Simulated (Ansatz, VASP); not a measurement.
## One calculation of KBr, two programs

Contents of POSCAR:

```
KBr
1.0
    5.5613689366      0.0000000000      0.0000000000
   -2.7806844683      4.8162867789      0.0000000000
    0.0000000000      0.0000000000      6.4873933278
K Br
2 2
Direct
    0.3333333333      0.6666666667      0.2500000000
    0.6666666667      0.3333333333      0.7500000000
    0.6666666667      0.3333333333      0.2500000000
    0.3333333333      0.6666666667      0.7500000000
```

Contents of INCAR.step1:

```
SYSTEM = KBr
  PREC = Accurate
  ENCUT = 520
  ISMEAR = 0
  SIGMA = 0.01
  LREAL = .False.
  LASPH = .True.
  NELM = 100
  NBANDS = 24
  GGA = PE
  ALGO = Normal
  EDIFF = 1E-4
  LWAVE = .True.
  LCHARG = .False.
```

INCAR.step2

```
SYSTEM = KBr
  PREC = Accurate
  ENCUT = 520
  EDIFF = 1E-6
  ISMEAR = 0
  SIGMA = 0.01
  LREAL = .False.
  LASPH = .True.
  NELM = 100
  ALGO = Normal
  ISIF = 2
  LWAVE = .False.
  LCHARG = .True.
  METAGGA = R2SCAN
  LMIXTAU = .True.
  LELF = .True.
  LVHAR = .True.
  NBANDS = 24
  ISTART = 1
```

Contents of KPOINTS:

```
Automatic mesh
0
Gamma
  6 6 4
  0 0 0
```

Input for Ansatz:

```yaml
crystal:
  lattice:
    - [5.5613689366, 0.0, 0.0]
    - [-2.7806844683, 4.8162867789, 0.0]
    - [0.0, 0.0, 6.4873933278]
  atoms:
    - { symbol: K, position: [0.3333333333, 0.6666666667, 0.25] }
    - { symbol: K, position: [0.6666666667, 0.3333333333, 0.75] }
    - { symbol: Br, position: [0.6666666667, 0.3333333333, 0.25] }
    - { symbol: Br, position: [0.3333333333, 0.6666666667, 0.75] }
kpoints:
  mp_grid: { grid: [6, 6, 4] }
hamiltonian:
  xc: r2scan
scf:
  occupations: { method: fixed }
  n_extra_bands: 5
output:
  forces: true
  stress: true
  eigenvalues: true
```

Alike in both runs: task single point; functional r2SCAN; k mesh 6 × 6 × 4; no spin polarisation.

|  | VASP | Ansatz |
| --- | --- | --- |
| version | VASP 6.6.1 | Ansatz 0.2.0 |
| potentials or method | VASP PAW PBE potentials, release 64 (K_sv, Br) | plane waves, PAW |
| plane-wave cutoff (eV) | 520 | 500 |
| occupations | gaussian, width 0.01 eV | fixed |
| valence electrons in the cell | 32 | 32 |

```csv
,VASP,Ansatz,Ansatz less VASP
gap on the k mesh at the Fermi level (eV),4.80,4.80,-0.001
pressure (GPa),0.4,0.4,0.00
"traceless stress, the component that is largest in VASP (GPa)",0.06,0.06,-0.001
```

VASP's potentials were made for PBE, not for r2SCAN.
